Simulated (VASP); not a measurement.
A run of VASP 6.6.1:

INCAR

```
PREC = Accurate
ENCUT = 520
EDIFF = 1E-6
ISMEAR = 0
SIGMA = 0.05
LREAL = F
LASPH = T
NELM = 80
ALGO = Normal
ISIF = 2
LWAVE = F
LCHARG = T
GGA = PS
LELF = T
LVHAR = T
NBANDS = 35
```

KPOINTS

```
Automatic mesh
0
Gamma
  12 12 2
```

Contents of POSCAR:

```
WS2
1.0
    3.0892743692      0.0000000000      0.0000000000
   -1.5446371846      2.6753900830      0.0000000000
    0.0000000000      0.0000000000     12.4667665245
W S
2 4
Direct
    0.3333333333      0.6666666667      0.2500000000
    0.6666666667      0.3333333333      0.7500000000
    0.3333333333      0.6666666667      0.6134192893
    0.6666666667      0.3333333333      0.1134192893
    0.3333333333      0.6666666667      0.8865807107
    0.6666666667      0.3333333333      0.3865807107
```

Potentials or basis: VASP PAW PBE potentials, release 64 (W_sv, S).

Command:

```bash
$ cat potpaw_PBE.64/W_sv/POTCAR potpaw_PBE.64/S/POTCAR > POTCAR
$ mpirun -np 1 vasp_std > vasp.out
```

Hardware: 1 thread of Intel(R) Xeon(R) Platinum 8488C (Sapphire Rapids), with other jobs on the host.

Estimate the wall time of this run.

Wall time 96 s on 1 thread of Intel(R) Xeon(R) Platinum 8488C (Sapphire Rapids) (shared host), peak memory 0.28 GiB. Counts: scf iterations 15, k points 38.
